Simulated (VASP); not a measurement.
# I (Cmce) in VASP: single point with PBE

Aim: the single point of I with PBE.

All numbers are computed with VASP 6.6.1; they aren't measurements. Logs are shortened: lines on timing, memory, paths and dates and some standing lists are left out, and cuts for length are marked.

### Step 1. The cell of the first run

Symmetry: Cmce, No. 64, orthorhombic system. The conventional cell has a = 7.255 Å, b = 4.795 Å, c = 9.780 Å, α = 90.00°, β = 90.00°, γ = 90.00°. Within 3.7 Å of I (site symmetry m) lie 3 I at 2.80 to 3.47 Å.

### Step 2. Single point, PBE

File INCAR:

```
PREC = Accurate
ENCUT = 520
EDIFF = 1E-7
ISMEAR = -1
SIGMA = 0.05
LREAL = F
LASPH = T
NELM = 100
ALGO = Normal
ISIF = 2
LWAVE = F
LCHARG = F
GGA = PE
NBANDS = 22
```

File KPOINTS:

```
regular mesh
0
Gamma
  8 8 4
```

File POSCAR:

```
I
1.0
    3.6275000000     -2.3975000000      0.0000000000
    3.6275000000      2.3975000000      0.0000000000
    0.0000000000      0.0000000000      9.7800000000
I
4
Direct
    0.8460944319      0.1539055681      0.1216036680
    0.6539055681      0.3460944319      0.6216036680
    0.1539055681      0.8460944319      0.8783963320
    0.3460944319      0.6539055681      0.3783963320
```

Potentials or basis: VASP PAW PBE potentials, release 64 (I).

Command:

```bash
$ cat potpaw_PBE.64/I/POTCAR > POTCAR
$ mpirun -np 1 vasp_std > vasp.out
```

OUTCAR:

```text
PREC = Accurate
   ENCUT = 520
   EDIFF = 1E-7
   ISMEAR = -1
   LREAL = F
   LASPH = T
   NELM = 100
   ISIF = 2
   GGA = PE

 ion  position               nearest neighbor table
   1  0.846  0.154  0.122-   3 2.80   4 3.47   4 3.47
   2  0.654  0.346  0.622-   4 2.80   3 3.47   3 3.47
   3  0.154  0.846  0.878-   1 2.80   2 3.47   2 3.47
   4  0.346  0.654  0.378-   2 2.80   1 3.47   1 3.47

  LATTYP: Found a base centered orthorhombic cell.
 ALAT       =     4.7950000000
 B/A-ratio  =     1.5130344108
 C/A-ratio  =     2.0396246090

  Lattice vectors:

 A1 = (  -3.6275000000,  -2.3975000000,   0.0000000000)
 A2 = (   3.6275000000,  -2.3975000000,   0.0000000000)
 A3 = (   0.0000000000,   0.0000000000,   9.7800000000)

Analysis of symmetry for initial positions (statically):
=====================================================================
 Subroutine PRICEL returns:
 Original cell was already a primitive cell.

 Routine SETGRP: Setting up the symmetry group for a
 base centered orthorhombic supercell.

 Subroutine GETGRP returns: Found  8 space group operations
 (whereof  4 operations were pure point group operations)
 out of a pool of  8 trial point group operations.

The static configuration has the point symmetry C_2h.
 The point group associated with its full space group is D_2h.

Analysis of symmetry for dynamics (positions and initial velocities):
=====================================================================
 Subroutine PRICEL returns:
 Original cell was already a primitive cell.

 Routine SETGRP: Setting up the symmetry group for a
 base centered orthorhombic supercell.

 Subroutine GETGRP returns: Found  8 space group operations
 (whereof  4 operations were pure point group operations)
 out of a pool of  8 trial point group operations.

The dynamic configuration has the point symmetry C_2h.
 The point group associated with its full space group is D_2h.

 Subroutine INISYM returns: Found  8 space group operations
 (whereof  4 operations are pure point group operations),
 and found     1 'primitive' translations

----------------------------------------------------------------------------------------

                                     Primitive cell

  volume of cell :     170.1120

  direct lattice vectors                    reciprocal lattice vectors
     3.627500000 -2.397500000  0.000000000     0.137835975 -0.208550574  0.000000000
     3.627500000  2.397500000  0.000000000     0.137835975  0.208550574  0.000000000
     0.000000000  0.000000000  9.780000000     0.000000000  0.000000000  0.102249489

  length of vectors
     4.348190716  4.348190716  9.780000000     0.249984195  0.249984195  0.102249489

  position of ions in fractional coordinates (direct lattice)
     0.846094432  0.153905568  0.121603668
     0.653905568  0.346094432  0.621603668
     0.153905568  0.846094432  0.878396332
     0.346094432  0.653905568  0.378396332

  ion indices of the primitive-cell ions
   primitive index   ion index
                 1           1
                 2           2
                 3           3
                 4           4

----------------------------------------------------------------------------------------

 KPOINTS: regular mesh

Automatic generation of k-mesh.
 Grid dimensions read from file:
 generate k-points for:    8    8    4

 Generating k-lattice:

  Cartesian coordinates                     Fractional coordinates (reciprocal lattice)
     0.017229497 -0.026068822  0.000000000     0.125000000  0.000000000  0.000000000
     0.017229497  0.026068822  0.000000000     0.000000000  0.125000000  0.000000000
     0.000000000  0.000000000  0.025562372     0.000000000  0.000000000  0.250000000

  Length of vectors
     0.031248024  0.031248024  0.025562372

  Shift w.r.t. Gamma in fractional coordinates (k-lattice)
     0.000000000  0.000000000  0.000000000

 Subroutine IBZKPT returns following result:
 ===========================================

 Found     63 irreducible k-points:

 Following reciprocal coordinates:
            Coordinates               Weight
  0.000000  0.000000  0.000000      1.000000
  0.125000  0.000000  0.000000      4.000000
  0.250000  0.000000  0.000000      4.000000
  0.375000  0.000000  0.000000      4.000000
  0.500000  0.000000  0.000000      2.000000
  0.125000  0.125000  0.000000      2.000000
[... 16 lines left out ...]
  0.125000  0.000000  0.250000      8.000000
  0.250000  0.000000  0.250000      8.000000
 [... further k-points ...]
   k-points           NKPTS =     63   k-points in BZ     NKDIM =     63   number of bands    NBANDS=     22
   number of dos      NEDOS =    301   number of ions     NIONS =      4
   total plane-waves  NPLWV =  81920
   dimension x,y,z NGX =    32 NGY =   32 NGZ =   80
   dimension x,y,z NGXF=    64 NGYF=   64 NGZF=  160
   ions per type =               4
   NGX,Y,Z   is equivalent  to a cutoff of  12.23, 12.23, 13.60 a.u.
   NGXF,Y,Z  is equivalent  to a cutoff of  24.47, 24.47, 27.20 a.u.
 SYSTEM =  unknown system
   PREC   = accura    normal or accurate (medium, high low for compatibility)
   ISTART =      0    job   : 0-new  1-cont  2-samecut
   ICHARG =      2    charge: 1-file 2-atom 10-const
   ISPIN  =      1    spin polarized calculation?
   LNONCOLLINEAR =      F non collinear calculations
   LSORBIT =      F    spin-orbit coupling
   LASPH  =      T    aspherical Exc in radial PAW
   ENCUT  =  520.0 eV  38.22 Ry    6.18 a.u.   8.08  8.08 18.18*2*pi/ulx,y,z
   NELM   =    100;   NELMIN=  2; NELMDL= -5     # of ELM steps
   EDIFF  = 0.1E-06   stopping-criterion for ELM
   LREAL  =      F    real-space projection
   EDIFFG = 0.1E-05   stopping-criterion for IOM
   NSW    =      0    number of steps for IOM
   IBRION =     -1    ionic relax: 0-MD 1-quasi-New 2-CG
   NFREE  =      0    steps in history (QN), initial steepest desc. (CG)
   ISIF   =      2    stress and relaxation
   ISYM   =      2    0-nonsym 1-usesym 2-fastsym
   POTIM  = 0.5000    time-step for ionic-motion
   TEBEG  =    0.0;   TEEND  =   0.0 temperature during run
   PSTRESS=    0.0 pullay stress
   NELECT =      28.0000    total number of electrons
   NUPDOWN=      -1.0000    fix difference up-down
   EMIN   =  10.00;   EMAX   =-10.00  energy-range for DOS
   EFERMI =   0.00;   METHOD = LEGACY
   ISMEAR =    -1;   SIGMA  =   0.05  broadening in eV -4-tet -1-fermi 0-gaus
   EFERMI_NEDOS =   21; number of points for ismear=-14 and -15
   IALGO  =     38    algorithm
   IMIX   =      4    mixing-type and parameters
     AMIX     =   0.40;   BMIX     =  1.00
     AMIX_MAG =   1.60;   BMIX_MAG =  1.00
  volume/ion in A,a.u.               =      42.53       286.99
  Fermi-wavevector in a.u.,A,eV,Ry     =   0.897186  1.695436 10.951913  0.804943
  Thomas-Fermi vector in A             =   2.019739
   LORBIT       =      0    0 simple, 1 ext, 2 COOP (PROOUT), +10 PAW based schemes
   GGA     = PE    functional components
   LHFCALC =     F    Hartree Fock is set to
   AEXX    =    0.0000 exact exchange contribution
   IVDW    =     0    specifies the selected vdW correction
   LEPSILON=     F    determine dielectric tensor
   LRPA    =     F    only Hartree local field effects (RPA)
 non-spin polarized calculation
  energy-cutoff  :      520.00
  volume of cell :      170.11
 maximum number of plane-waves:      4624
   NGX = 17   NGY = 17   NGZ = 37

 number of electron      28.0000001 magnetization

 Free energy of the ion-electron system (eV)
  ---------------------------------------------------
  ext. energy  EPLUGINS =         0.00000000
  ---------------------------------------------------
  free energy    TOTEN  =        -5.97680380 eV

  energy without entropy =       -5.97679823  energy(sigma->0) =       -5.97680101

 E-fermi :   3.0062     XC(G=0):  -8.0534

 val. band max:        2.5028810861   @ k =   0.5000   0.0000   0.5000
 cond. band min:       3.5034470034   @ k =   0.5000   0.5000   0.2500
 fundamental gap:      1.0005659173
 Fermi energy:         3.0061982928

 k-point     1 :       0.0000    0.0000    0.0000
  band No.  band energies     occupation
      1     -10.8140      2.00000
      2     -10.1974      2.00000
      3      -9.2172      2.00000
      4      -8.1272      2.00000
      5      -1.8238      2.00000
      6      -0.4729      2.00000
[... 14 lines left out ...]
     21       9.8019      0.00000
     22       9.9556      0.00000

 k-point     2 :       0.1250    0.0000    0.0000
  band No.  band energies     occupation
      1     -10.7605      2.00000
      2     -10.1817      2.00000
      3      -9.1739      2.00000
      4      -8.1699      2.00000
      5      -1.8102      2.00000
      6      -0.6329      2.00000
[... 14 lines left out ...]
     21       9.6045      0.00000
     22       9.8278      0.00000

 k-point     3 :       0.2500    0.0000    0.0000
  band No.  band energies     occupation
      1     -10.6149      2.00000
      2     -10.1532      2.00000
      3      -9.0539      2.00000
      4      -8.2933      2.00000
      5      -1.8174      2.00000
      6      -1.0944      2.00000
[... 14 lines left out ...]
     21       9.8695      0.00000
     22      10.2878      0.00000
[... 476 lines left out ...]
 k-point    23 :       0.1250    0.0000    0.2500
  band No.  band energies     occupation
      1     -10.7029      2.00000
      2     -10.3156      2.00000
      3      -8.9835      2.00000
      4      -8.2964      2.00000
      5      -1.6739      2.00000
      6      -0.8845      2.00000
[... 14 lines left out ...]
     21       9.6795      0.00000
     22       9.7617      0.00000

 k-point    24 :       0.2500    0.0000    0.2500
  band No.  band energies     occupation
      1     -10.5656      2.00000
      2     -10.2506      2.00000
      3      -8.9156      2.00000
      4      -8.3895      2.00000
      5      -1.7281      2.00000
      6      -1.1864      2.00000
[... 14 lines left out ...]
     21       9.8133      0.00000
     22      10.0668      0.00000

 [... further k-points ...]

------------------------ aborting loop because EDIFF is reached ----------------------------------------

  FORCE on cell =-STRESS in cart. coord.  units (eV):
  Direction    XX          YY          ZZ          XY          YZ          ZX
  --------------------------------------------------------------------------------------
  -------------------------------------------------------------------------------------
  Total        1.4581941     -0.1913255     -0.4949160      0.0000000     -0.0000000      0.0000000
  in kB       13.7338101     -1.8019739     -4.6613010      0.0000000     -0.0000000      0.0000000
  external PRESSURE =       2.4235117 kB  Pullay stress =       0.0000000 kB

 VOLUME and BASIS-vectors are now :
 -----------------------------------------------------------------------------
  energy-cutoff  :      520.00
  volume of cell :      170.11
      direct lattice vectors                 reciprocal lattice vectors
     3.627500000 -2.397500000  0.000000000     0.137835975 -0.208550574  0.000000000
     3.627500000  2.397500000  0.000000000     0.137835975  0.208550574  0.000000000
     0.000000000  0.000000000  9.780000000     0.000000000  0.000000000  0.102249489

 POSITION                                       TOTAL-FORCE (eV/Angst)
 -----------------------------------------------------------------------------------
      3.62750     -1.65952      1.18928         0.000000     -0.018608     -0.021154
      3.62750     -0.73798      6.07928         0.000000      0.018608     -0.021154
      3.62750      1.65952      8.59072         0.000000      0.018608      0.021154
      3.62750      0.73798      3.70072         0.000000     -0.018608      0.021154
 -----------------------------------------------------------------------------------
    total drift:                                0.000000      0.000000     -0.000000

  FREE ENERGIE OF THE ION-ELECTRON SYSTEM (eV)
  ---------------------------------------------------
  free  energy   TOTEN  =        -5.9768037957 eV

  energy  without entropy=       -5.9767982336  energy(sigma->0) =       -5.97680101
```

It took 2.1 min on 1 thread of Intel Xeon Platinum 8488C (Sapphire Rapids), shared host; peak memory 0.37 GiB.

Results:

* Free energy: -5.9768 eV
* Pressure: 0.2 GPa
* Largest force: 0.028 eV/Å
* Band gap on the k mesh: 1.00 eV (least direct gap 1.21 eV)

Forces on the atoms (eV/Å):
```
I    0.000 -0.019 -0.021
I    0.000  0.019 -0.021
I    0.000  0.019  0.021
I    0.000 -0.019  0.021
```

Levels at points of the mesh, in eV from the valence-band top:
```
           k point  band 11  band 12  band 13  band 14  band 15  band 16  band 17  band 18
(0.00, 0.00, 0.00)    -0.91    -0.46    -0.14    -0.05     1.16     1.88     5.23     5.39
(0.50, 0.00, 0.00)    -1.32    -1.32    -0.51    -0.51     2.05     2.05     5.51     5.51
(0.50, 0.50, 0.00)    -1.76    -1.45    -0.67    -0.30     1.01     1.52     5.11     5.97
(0.00, 0.00, 0.50)    -0.85    -0.85    -0.09    -0.09     1.32     1.32     5.84     5.84
(0.50, 0.00, 0.50)    -0.77    -0.77     0.00     0.00     1.42     1.42     5.92     5.92
(0.50, 0.50, 0.50)    -1.16    -1.16    -0.99    -0.99     1.10     1.10     6.09     6.09
```

Caveat: spin-orbit coupling is left out, which moves the levels of the heavy elements.
